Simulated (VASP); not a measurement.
Runs of VASP 6.6.1 on Au. The structure is that of space group Pm-3m (No. 221), or close to it. The cells are those of the table. 

| task | cell | k mesh | cutoff (eV) | gap on the mesh (eV) | pressure (GPa) |
| --- | --- | --- | --- | --- | --- |
| relaxation of cell and atoms | relaxed from a = 2.564, b = 2.564, c = 2.627 Å, 1 atom | 6 × 6 × 6 | 600 | none | 0.1 |
| single point | a = 2.564, b = 2.564, c = 2.627 Å, 1 atom | 6 × 6 × 6 | 520 | none | (a) |
| single point | a = 2.748 Å, 1 atom | 20 × 20 × 20 | 520 | none | -0.2 |
| single point | a = 2.731, b = 2.731, c = 2.734 Å, 1 atom | 6 × 6 × 6 | 520 | none | -0.1 |

Alike in all rows: level PBE; potentials or basis VASP PAW PBE potentials, release 64 (Au); no spin polarisation; smearing gaussian 0.1 eV.

Task: Estimate the missing entries.

Result: (a) 30.5.

Caveats: some runs use coarse meshes; spin-orbit coupling is left out, which moves the levels of the heavy elements.

A k mesh can miss the band edges, and the runs leave out spin-orbit coupling on Au.

A gap of «none» marks levels without a gap at the run's occupations.
